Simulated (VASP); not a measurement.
A run of VASP 6.6.1 is set up as follows.

INCAR

```
GGA = PE
ISMEAR = 0
SIGMA = 0.03
LWAVE = F
LCHARG = F
ISIF = 2
ISYM = 0
PREC = Accurate
LASPH = T
LREAL = Auto
ALGO = Normal
EDIFF = 1E-6
NELM = 120
GGA_COMPAT = F
ENCUT = 280
EFERMI = MIDGAP
ROPT = -0.00025 -0.00025 -0.00025
NSIM = 4
```

Contents of KPOINTS:

```
k-points
0
Gamma
  1 1 1
```

Contents of POSCAR:

```
CsSnI3
1.0
   12.4114000000      0.0000000000      0.0000000000
    0.0000000000     12.4114000000      0.0000000000
    0.0000000000      0.0000000000     12.4114000000
Cs I Sn
8 24 8
Direct
    0.0013300000      0.0009740000     -0.0048440000
   -0.0013270000     -0.0012670000      0.4985990000
   -0.0005680000      0.5017590000      0.0006240000
    0.0017060000      0.5016120000      0.4996230000
    0.5016950000      0.0035930000      0.0000340000
    0.4997930000     -0.0021380000      0.5040330000
    0.4991540000      0.5018660000      0.0044070000
    0.4989350000      0.4987660000      0.4999970000
    0.2517830000      0.2507060000     -0.0010280000
    0.2527630000      0.2476010000      0.5004690000
    0.2500660000      0.7494440000     -0.0025380000
    0.2547870000      0.7488490000      0.5006420000
    0.7468590000      0.2467190000      0.0028350000
    0.7499740000      0.2480050000      0.4970680000
    0.7492440000      0.7495690000      0.0020310000
    0.7531860000      0.7533970000      0.4988700000
    0.2474180000      0.0034590000      0.2478200000
    0.2484390000      0.0004330000      0.7498650000
    0.2472570000      0.5005560000      0.2496560000
    0.2495440000      0.4975040000      0.7533220000
    0.7554080000      0.0007750000      0.2483700000
    0.7501030000      0.0022930000      0.7488940000
    0.7483660000      0.4997340000      0.2487260000
    0.7511090000      0.4972290000      0.7459920000
    0.0055380000      0.2468340000      0.2489420000
    0.0008990000      0.2494230000      0.7520710000
    0.0040110000      0.7502880000      0.2481100000
   -0.0001860000      0.7487380000      0.7522460000
    0.4982830000      0.2483770000      0.2538560000
    0.4960080000      0.2548330000      0.7437600000
    0.4972730000      0.7424210000      0.2493380000
    0.5033340000      0.7503760000      0.7533690000
    0.2464320000      0.2489580000      0.2498400000
    0.2422600000      0.2454770000      0.7504390000
    0.2556830000      0.7493130000      0.2481830000
    0.2519580000      0.7491180000      0.7476190000
    0.7515650000      0.2508800000      0.2480240000
    0.7517910000      0.2485370000      0.7503680000
    0.7486980000      0.7484000000      0.2519310000
    0.7516620000      0.7516040000      0.7495480000
```

Potentials or basis: VASP PAW PBE potentials, release 64 (Cs_sv, I, Sn_d).

The run is started by

```sh
$ cat potpaw_PBE.64/Cs_sv/POTCAR potpaw_PBE.64/I/POTCAR potpaw_PBE.64/Sn_d/POTCAR > POTCAR
$ mpirun -np 8 vasp_std > vasp.out
```

Question: What does it give for the pressure?

Answer: 2.1 GPa.

Question: Predict the largest force.

Answer: 0.343 eV/Å.

Forces on the atoms (eV/Å):
```
Cs   0.009 -0.021  0.044
Cs   0.012  0.005 -0.033
Cs   0.026  0.019  0.003
Cs   0.012  0.000 -0.004
Cs  -0.015  0.021  0.004
Cs  -0.009  0.059 -0.009
Cs  -0.018 -0.029 -0.029
Cs  -0.012 -0.047  0.020
I    0.084 -0.005  0.012
I    0.062 -0.020 -0.037
I   -0.022 -0.031  0.071
I    0.006 -0.037 -0.049
I   -0.061 -0.053 -0.156
I   -0.016 -0.049  0.224
I    0.000 -0.020 -0.085
I    0.029  0.011  0.108
I   -0.044 -0.024 -0.010
I    0.017 -0.122  0.021
I   -0.051  0.274  0.005
I    0.016  0.224  0.035
I    0.024  0.019 -0.033
I   -0.021 -0.150 -0.031
I   -0.011  0.157 -0.026
I   -0.002  0.151 -0.056
I   -0.259 -0.073  0.002
I   -0.256  0.027  0.001
I   -0.239 -0.055 -0.011
I    0.050 -0.024  0.041
I    0.335 -0.067  0.033
I    0.247  0.049 -0.055
I    0.253 -0.105 -0.010
I   -0.077 -0.009  0.050
Sn   0.078 -0.036  0.010
Sn   0.163  0.021 -0.009
Sn  -0.127 -0.021 -0.024
Sn   0.002 -0.106 -0.048
Sn  -0.151 -0.032  0.057
Sn  -0.186  0.105 -0.034
Sn   0.150  0.064 -0.038
Sn   0.002 -0.069  0.046
```

Caveat: the k points lie up to 0.51 Å⁻¹ apart; the cell differs from its parent crystal (atoms moved at random); the cutoff is under 1.25 times the usual one of these potentials, so pressure, stress and relaxed cells hold a basis-set (Pulay) error; spin-orbit coupling is left out, which moves the levels of the heavy elements.
